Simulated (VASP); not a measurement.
Zn2Sn5N:

```
CELL_PARAMETERS angstrom
4.00000 0.00000 0.00000
0.00000 4.00000 0.00000
0.00000 0.00000 10.70000
ATOMIC_POSITIONS crystal
Zn 0.00000 0.50000 0.00000
Zn 0.50000 0.00000 0.00000
Sn 0.00000 0.00000 0.20700
Sn 0.00000 0.00000 0.79300
Sn 0.50000 0.50000 0.77500
Sn 0.50000 0.50000 0.22500
Sn 0.50000 0.50000 0.50000
N 0.00000 0.00000 0.00000
```

| Quantity | Value |
| --- | --- |
| Program | VASP 6.6.1 |
| Task | relaxation of cell and atoms |
| Functional | PBE |
| Potentials or basis | VASP PAW PBE potentials, release 64 (Zn, Sn_d, N) |
| Cutoff | 600 eV |
| k mesh | 4 × 4 × 2 |
| Occupations | gaussian, width 0.2 eV |
| Spin | no spin polarisation |

At the start: pressure 15.1 GPa; volume 21.40 Å³/atom.

**Question.** How do energy, volume and symmetry change on relaxing?

**Answer.** Over 15 steps the energy falls by 238.4 meV/atom and the volume is 23.94 Å³/atom (+11.9 %); space group P4/mmm (No. 123, to 0.1 Å) before and after.

Step by step:
```
step  energy change (eV)  largest force (eV/Å)  pressure (GPa)  volume (Å³)
   1              0.0000                2.2441           15.13       171.20
   2             -1.3013                0.0903           -3.80       226.30
   3             -1.5493                0.4460           -0.22       206.64
   4             -1.5493                0.4227           -0.40       207.39
   5             -1.5831                0.4354           -0.37       206.36
   6             -1.6832                0.4435           -0.18       203.21
   7             -1.7501                0.6934            0.82       196.57
   8             -1.7575                0.5281            0.52       198.21
   9             -1.7866                0.5121            0.16       198.56
  10             -1.8339                0.4482           -0.84       199.57
  11             -1.8372                0.4246           -1.14       199.89
  12             -1.8780                0.3190           -0.62       196.23
  13             -1.9030                0.1241            0.45       190.14
  14             -1.9031                0.1390            0.36       190.57
  15             -1.9073                0.0509            0.00       191.49
```

Final structure:
```
Zn Sn N
1.0
     4.34108    0.00000    0.00000
     0.00000    4.34108    0.00000
     0.00000    0.00000   10.16125
Zn Sn N
2 5 1
Direct
  0.00000 0.50000 0.00000
  0.50000 0.00000 0.00000
  0.00000 0.00000 0.25439
  0.00000 0.00000 0.74561
  0.50000 0.50000 0.78669
  0.50000 0.50000 0.21331
  0.50000 0.50000 0.50000
  0.00000 0.00000 0.00000
```

Caveat: the k points lie up to 0.36 Å⁻¹ apart in the final cell, too coarse for converged energies and pressures of a metal; the relaxation stopped at a loose force limit of 0.08 eV/Å, so its end isn't a converged minimum.
